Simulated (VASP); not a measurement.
# Si (a cell with a defect) in VASP: relaxation of the atoms with PBE

Aim: the relaxation of the atoms of Si (a cell with a defect) with PBE.

Everything below comes from runs of VASP 6.6.1. Logs are shortened: lines on timing, memory, paths and dates and some standing lists are left out, and cuts for length are marked.

## 1. The cell of the first run

The cell holds a defect, 17 atoms: a = 7.679 Å, b = 7.679 Å, c = 7.679 Å, α = 60.00°, β = 60.00°, γ = 60.00°.

## 2. Relaxation of the atoms, PBE

File INCAR:

```
ALGO = Normal
EDIFF = 1E-6
EDIFFG = -0.03
ENCUT = 520
GGA = PE
IBRION = 2
ISIF = 2
ISMEAR = 0
LASPH = T
LCHARG = F
LREAL = Auto
LUSENCCL = F
LWAVE = F
NELM = 60
NSW = 80
PREC = Accurate
SIGMA = 0.02
```

File KPOINTS:

```
k-points
0
Gamma
  2 2 2
```

File POSCAR:

```
Si
1.0
    0.0000000000      5.4300000000      5.4300000000
    5.4300000000      0.0000000000      5.4300000000
    5.4300000000      5.4300000000      0.0000000000
Si
17
Direct
    0.0000000000      0.0000000000      0.0000000000
    0.1250000000      0.1250000000      0.1250000000
    0.0000000000      0.0000000000      0.5000000000
    0.1250000000      0.1250000000      0.6250000000
    0.0000000000      0.5000000000      0.0000000000
    0.1250000000      0.6250000000      0.1250000000
    0.0000000000      0.5000000000      0.5000000000
    0.1250000000      0.6250000000      0.6250000000
    0.5000000000      0.0000000000      0.0000000000
    0.6250000000      0.1250000000      0.1250000000
    0.5000000000      0.0000000000      0.5000000000
    0.6250000000      0.1250000000      0.6250000000
    0.5000000000      0.5000000000      0.0000000000
    0.6250000000      0.6250000000      0.1250000000
    0.5000000000      0.5000000000      0.5000000000
    0.6250000000      0.6250000000      0.6250000000
    0.3834863000      0.8785707000      0.3718516000
```

Potentials or basis: VASP PAW PBE potentials, release 64 (Si).

Launch:

```console
cat potpaw_PBE.64/Si/POTCAR > POTCAR
mpirun -np 1 vasp_std > vasp.out
```

OUTCAR:

```text
EDIFF = 1E-6
   EDIFFG = -0.03
   ENCUT = 520
   GGA = PE
   IBRION = 2
   ISIF = 2
   ISMEAR = 0
   LASPH = T
   LREAL = Auto
   NELM = 60
   NSW = 80
   PREC = Accurate

 ion  position               nearest neighbor table
   1  0.000  0.000  0.000-   2 2.35   4 2.35   6 2.35  10 2.35
   2  0.125  0.125  0.125-   1 2.35   3 2.35   5 2.35   9 2.35  17 2.74
   3  0.000  0.000  0.500-   2 2.35   4 2.35   8 2.35  12 2.35  17 2.40
   4  0.125  0.125  0.625-   1 2.35   3 2.35   7 2.35  11 2.35  17 2.71
   5  0.000  0.500  0.000-   2 2.35   6 2.35   8 2.35  14 2.35
   6  0.125  0.625  0.125-   1 2.35   5 2.35   7 2.35  13 2.35
   7  0.000  0.500  0.500-   4 2.35   6 2.35   8 2.35  16 2.35
   8  0.125  0.625  0.625-   3 2.35   5 2.35   7 2.35  15 2.35  17 2.78
   9  0.500  0.000  0.000-  17 2.33  10 2.35  12 2.35  14 2.35   2 2.35
  10  0.625  0.125  0.125-   1 2.35   9 2.35  11 2.35  13 2.35  17 2.65
  11  0.500  0.000  0.500-  17 2.30  10 2.35  12 2.35  16 2.35   4 2.35
  12  0.625  0.125  0.625-   3 2.35   9 2.35  11 2.35  15 2.35
  13  0.500  0.500  0.000-   6 2.35  10 2.35  14 2.35  16 2.35
  14  0.625  0.625  0.125-   5 2.35   9 2.35  13 2.35  15 2.35  17 2.72
  15  0.500  0.500  0.500-   8 2.35  12 2.35  14 2.35  16 2.35  17 2.37
  16  0.625  0.625  0.625-   7 2.35  11 2.35  13 2.35  15 2.35  17 2.69
  17  0.383  0.879  0.372-  11 2.30   9 2.33  15 2.37   3 2.40  10 2.65  16 2.69   4 2.71  14 2.72
                             2 2.74   8 2.78

  LATTYP: Found a face centered cubic cell.
 ALAT       =    10.8600000000

  Lattice vectors:

 A1 = (   0.0000000000,   5.4300000000,   5.4300000000)
 A2 = (   5.4300000000,   0.0000000000,   5.4300000000)
 A3 = (   5.4300000000,   5.4300000000,   0.0000000000)

Analysis of symmetry for initial positions (statically):
=====================================================================
 Subroutine PRICEL returns:
 Original cell was already a primitive cell.

 Routine SETGRP: Setting up the symmetry group for a
 face centered cubic supercell.

 Subroutine GETGRP returns: Found  1 space group operations
 (whereof  1 operations were pure point group operations)
 out of a pool of 48 trial point group operations.

The static configuration has the point symmetry C_1 .

Analysis of symmetry for dynamics (positions and initial velocities):
=====================================================================
 Subroutine PRICEL returns:
 Original cell was already a primitive cell.

 Routine SETGRP: Setting up the symmetry group for a
 face centered cubic supercell.

 Subroutine GETGRP returns: Found  1 space group operations
 (whereof  1 operations were pure point group operations)
 out of a pool of 48 trial point group operations.

The dynamic configuration has the point symmetry C_1 .

 Subroutine INISYM returns: Found  1 space group operations
 (whereof  1 operations are pure point group operations),
 and found     1 'primitive' translations

----------------------------------------------------------------------------------------
[... 106 lines left out ...]
   EDIFF  = 0.1E-05   stopping-criterion for ELM
   LREAL  =      T    real-space projection
   EDIFFG = -.3E-01   stopping-criterion for IOM
   NSW    =     80    number of steps for IOM
   IBRION =      2    ionic relax: 0-MD 1-quasi-New 2-CG
   NFREE  =      1    steps in history (QN), initial steepest desc. (CG)
   ISIF   =      2    stress and relaxation
   ISYM   =      2    0-nonsym 1-usesym 2-fastsym
   POTIM  = 0.5000    time-step for ionic-motion
   TEBEG  =    0.0;   TEEND  =   0.0 temperature during run
   PSTRESS=    0.0 pullay stress
   NELECT =      68.0000    total number of electrons
   NUPDOWN=      -1.0000    fix difference up-down
   EMIN   =  10.00;   EMAX   =-10.00  energy-range for DOS
   EFERMI =   0.00;   METHOD = LEGACY
   ISMEAR =     0;   SIGMA  =   0.02  broadening in eV -4-tet -1-fermi 0-gaus
   EFERMI_NEDOS =   21; number of points for ismear=-14 and -15
   IALGO  =     38    algorithm
   IMIX   =      4    mixing-type and parameters
     AMIX     =   0.40;   BMIX     =  1.00
     AMIX_MAG =   1.60;   BMIX_MAG =  1.00
  volume/ion in A,a.u.               =      18.84       127.11
  Fermi-wavevector in a.u.,A,eV,Ry     =   0.976715  1.845724 12.979587  0.953973
  Thomas-Fermi vector in A             =   2.107356
   LORBIT       =      0    0 simple, 1 ext, 2 COOP (PROOUT), +10 PAW based schemes
   GGA     = PE    functional components
   LHFCALC =     F    Hartree Fock is set to
   AEXX    =    0.0000 exact exchange contribution
   IVDW    =     0    specifies the selected vdW correction
   LEPSILON=     F    determine dielectric tensor
   LRPA    =     F    only Hartree local field effects (RPA)
 conjugate gradient relaxation of ions
 non-spin polarized calculation
 Gauss-broadening in eV      SIGMA  =   0.02
  energy-cutoff  :      520.00
  volume of cell :      320.21
 maximum number of plane-waves:      8646
 NGX is ok and might be reduce to    60
   NGX = 29   NGY = 29   NGZ = 29

--------------------------------------- Ionic step        1  -------------------------------------------

 number of electron      68.0000003 magnetization

 Free energy of the ion-electron system (eV)
  ---------------------------------------------------
  ext. energy  EPLUGINS =         0.00000000
  ---------------------------------------------------
  free energy    TOTEN  =       -87.84693897 eV

  energy without entropy =      -87.84311293  energy(sigma->0) =      -87.84502595

------------------------ aborting loop because EDIFF is reached ----------------------------------------

  FORCE on cell =-STRESS in cart. coord.  units (eV):
  Direction    XX          YY          ZZ          XY          YZ          ZX
  --------------------------------------------------------------------------------------
  -------------------------------------------------------------------------------------
  Total       11.6370479     11.6614574     11.7559113      0.8358515      0.0603049      0.3758816
  in kB       58.2269339     58.3490688     58.8216766      4.1822521      0.3017406      1.8807547
  external PRESSURE =      58.4658931 kB  Pullay stress =       0.0000000 kB
[... 293 lines left out ...]
--------------------------------------- Ionic step        7  -------------------------------------------

 number of electron      68.0000000 magnetization

 Free energy of the ion-electron system (eV)
  ---------------------------------------------------
  ext. energy  EPLUGINS =         0.00000000
  ---------------------------------------------------
  free energy    TOTEN  =       -87.98955924 eV

  energy without entropy =      -87.98570311  energy(sigma->0) =      -87.98763117

 E-fermi :   6.9203     XC(G=0):  -9.6742

 val. band max:        6.6843558144   @ k =   0.0000   0.0000   0.0000
 cond. band min:       6.9261796296   @ k =   0.0000   0.5000   0.5000
 fundamental gap:      0.2418238152
 Fermi energy:         6.9202911920

 k-point     1 :       0.0000    0.0000    0.0000
  band No.  band energies     occupation
      1      -6.3186      2.00000
      2      -3.7762      2.00000
      3      -3.6291      2.00000
      4      -3.6274      2.00000
      5      -3.6262      2.00000
      6      -2.8032      2.00000
[... 401 lines left out ...]
  FREE ENERGIE OF THE ION-ELECTRON SYSTEM (eV)
  ---------------------------------------------------
  free  energy   TOTEN  =       -87.9895592363 eV

  energy  without entropy=      -87.9857031124  energy(sigma->0) =      -87.98763117

 reached required accuracy - stopping structural energy minimisation
```

OSZICAR:

```text
N       E                     dE             d eps       ncg     rms          rms(c)
DAV:   1     0.188702635977E+03    0.18870E+03   -0.26817E+04   688   0.132E+03
DAV:   2    -0.711780263720E+02   -0.25988E+03   -0.25016E+03   827   0.188E+02
DAV:   3    -0.890322708227E+02   -0.17854E+02   -0.17522E+02   856   0.426E+01
DAV:   4    -0.895481916544E+02   -0.51592E+00   -0.50773E+00   848   0.842E+00
[... 48 lines left out ...]
       N       E                     dE             d eps       ncg     rms          rms(c)
DAV:   1    -0.879895340820E+02   -0.12464E-03   -0.59870E-03   709   0.308E-01    0.402E-02
DAV:   2    -0.879895622022E+02   -0.28120E-04   -0.37242E-04   824   0.754E-02    0.141E-02
DAV:   3    -0.879895594458E+02    0.27565E-05   -0.14085E-05   789   0.159E-02    0.778E-03
DAV:   4    -0.879895592363E+02    0.20945E-06   -0.33085E-06   640   0.653E-03
   7 F= -.87989559E+02 E0= -.87987631E+02  d E =-.118986E-02
```

CONTCAR:

```text
Si
    1.000000000000000
     0.0000000000000000    5.4299999999999997    5.4299999999999997
     5.4299999999999997    0.0000000000000000    5.4299999999999997
     5.4299999999999997    5.4299999999999997    0.0000000000000000
  Si
    17
Direct
     0.0007025146260093    0.9985236462584082    0.0004429880831481
     0.1221551302868116    0.1280762185898568    0.1218108314933631
     0.9957237866980588    0.0014182484976614    0.5014372205828279
     0.1221935709213732    0.1281037665123161    0.6280505131426427
     0.0005302652055314    0.5004098944034163    0.0002600597104952
     0.1248977459832255    0.6249627179737977    0.1250455244145879
[... 9 lines left out ...]
     0.6281780287655085    0.6220812643947867    0.6280800336517561
     0.3777554840418464    0.8761045201624711    0.3739252724196667

  0.00000000E+00  0.00000000E+00  0.00000000E+00
  0.00000000E+00  0.00000000E+00  0.00000000E+00
  0.00000000E+00  0.00000000E+00  0.00000000E+00
  0.00000000E+00  0.00000000E+00  0.00000000E+00
  0.00000000E+00  0.00000000E+00  0.00000000E+00
  0.00000000E+00  0.00000000E+00  0.00000000E+00
[... 9 lines left out ...]
  0.00000000E+00  0.00000000E+00  0.00000000E+00
  0.00000000E+00  0.00000000E+00  0.00000000E+00
```

Wall time 82 s (1 × NVIDIA H100 80GB with 1 thread of Intel Xeon Platinum 8481C at 2.70GHz (Sapphire Rapids), shared host); peak memory 1.4 GiB.

What came out:

```
Free energy                  : -87.9896 eV
Energy gained by relaxing    : 8.4 meV/atom
Ionic steps                  : 7
Pressure after relaxing      : 5.4 GPa
Largest force after relaxing : 0.025 eV/Å
Band gap on the k mesh       : zero (bands 34 and 35 overlap by 0.25 eV)
```

Forces on the atoms (eV/Å):
```
Si   0.006 -0.008 -0.003
Si  -0.012  0.010  0.006
Si   0.017 -0.013 -0.007
Si  -0.009  0.016  0.013
Si   0.008  0.004  0.001
Si  -0.001 -0.001 -0.003
Si   0.000 -0.004 -0.005
Si  -0.006  0.002  0.009
Si  -0.007 -0.001  0.020
Si   0.005  0.004 -0.012
Si  -0.008 -0.001  0.007
Si   0.005 -0.003 -0.012
Si  -0.009  0.007  0.002
Si   0.010 -0.010  0.001
Si  -0.014  0.019 -0.001
Si   0.012 -0.011  0.008
Si   0.003 -0.008 -0.023
```

Step by step:
```tsv
step	energy change (eV)	largest force (eV/Å)	pressure (GPa)
1	0.0000	1.2639	5.85
2	-0.1366	0.1997	5.36
3	-0.1368	0.2232	5.34
4	-0.1414	0.0973	5.34
5	-0.1414	0.1018	5.34
6	-0.1425	0.0519	5.35
7	-0.1426	0.0246	5.35
```

Final structure:
```yaml
crystal:
  lattice:
    - [0.00000, 5.43000, 5.43000]
    - [5.43000, 0.00000, 5.43000]
    - [5.43000, 5.43000, 0.00000]
  atoms:
    - { symbol: Si, position: [0.00070, 0.99852, 0.00044] }
    - { symbol: Si, position: [0.12216, 0.12808, 0.12181] }
    - { symbol: Si, position: [0.99572, 0.00142, 0.50144] }
    - { symbol: Si, position: [0.12219, 0.12810, 0.62805] }
    - { symbol: Si, position: [0.00053, 0.50041, 0.00026] }
    - { symbol: Si, position: [0.12490, 0.62496, 0.12505] }
    - { symbol: Si, position: [0.00061, 0.50049, 0.49867] }
    - { symbol: Si, position: [0.12214, 0.62200, 0.62796] }
    - { symbol: Si, position: [0.50225, 0.00231, 0.99299] }
    - { symbol: Si, position: [0.62822, 0.12818, 0.12191] }
    - { symbol: Si, position: [0.50270, 0.00281, 0.50292] }
    - { symbol: Si, position: [0.62711, 0.12586, 0.62419] }
    - { symbol: Si, position: [0.49842, 0.50066, 0.00051] }
    - { symbol: Si, position: [0.62816, 0.62203, 0.12182] }
    - { symbol: Si, position: [0.50176, 0.49456, 0.50183] }
    - { symbol: Si, position: [0.62818, 0.62208, 0.62808] }
    - { symbol: Si, position: [0.37776, 0.87610, 0.37393] }
```

Levels at points of the mesh, in eV from the Fermi level:
```
           k point  band 32  band 33  band 34  band 35  band 36  band 37
(0.00, 0.00, 0.00)    -0.83    -0.83    -0.26    -0.25    -0.24     0.08
(0.50, 0.00, 0.00)    -1.44    -1.44    -0.35     0.52     0.53     0.89
(0.00, 0.50, 0.00)    -1.44    -1.44    -0.35     0.52     0.54     0.89
(0.00, 0.00, 0.50)    -1.44    -1.44    -0.35     0.52     0.54     0.88
(0.50, 0.50, 0.50)    -1.44    -1.44    -0.35     0.52     0.54     0.88
(0.50, 0.50, 0.00)    -1.90    -1.00     0.01     0.71     1.01     1.02
(0.00, 0.50, 0.50)    -1.90    -1.00     0.01     0.71     1.02     1.02
(0.50, 0.00, 0.50)    -1.90    -1.00     0.01     0.71     1.01     1.02
```

Caveat: the k points lie up to 0.50 Å⁻¹ apart.
